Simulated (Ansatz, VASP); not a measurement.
**ZnInGaO4 in VASP and in Ansatz**

```
Zn In Ga O
1.0
     1.67865    0.96917    8.69777
    -1.67865    0.96917    8.69777
     0.00000   -1.93834    8.69777
Zn In Ga O
1 1 1 4
Direct
  0.21872 0.21872 0.21872
  0.00305 0.00305 0.00305
  0.78709 0.78709 0.78709
  0.29521 0.29521 0.29521
  0.71125 0.71125 0.71125
  0.12111 0.12111 0.12111
  0.86357 0.86357 0.86357
```

Alike in both runs: functional PBE; k mesh 9 × 9 × 9; occupations gaussian, width 0.02 eV; no spin polarisation.

Ansatz relaxed the structure, and its values are those at the end. VASP's run is a single point on that final structure, the one shown.

```csv
,VASP,Ansatz
version,VASP 6.6.1,Ansatz 0.2.0
potentials or method,"VASP PAW PBE potentials, release 64 (Zn, In_d, Ga_d, O)","scalar-relativistic, plane waves, norm-conserving pseudopotentials"
plane-wave cutoff (eV),520,1240
valence electrons in the cell,62,70
```

Ansatz gave:

| Quantity | Value |
| --- | --- |
| gap on the k mesh at the Fermi level (eV) | 1.15 |
| least direct gap on the mesh (eV) | 1.15 |
| pressure (GPa) | 0.0 |
| rms of the force components (eV/Å) | 0.000 |

**Question.** What did VASP give for the same quantities?

**Answer.** gap on the k mesh at the Fermi level (eV): 1.09; least direct gap on the mesh (eV): 1.09; pressure (GPa): 0.6; rms of the force components (eV/Å): 0.010.

The functional is the same, so the differences come from potentials, cutoffs and numerics. VASP's potentials hold 62 valence electrons a cell and Ansatz's 70, so a difference there can come from the potentials and not from the codes.
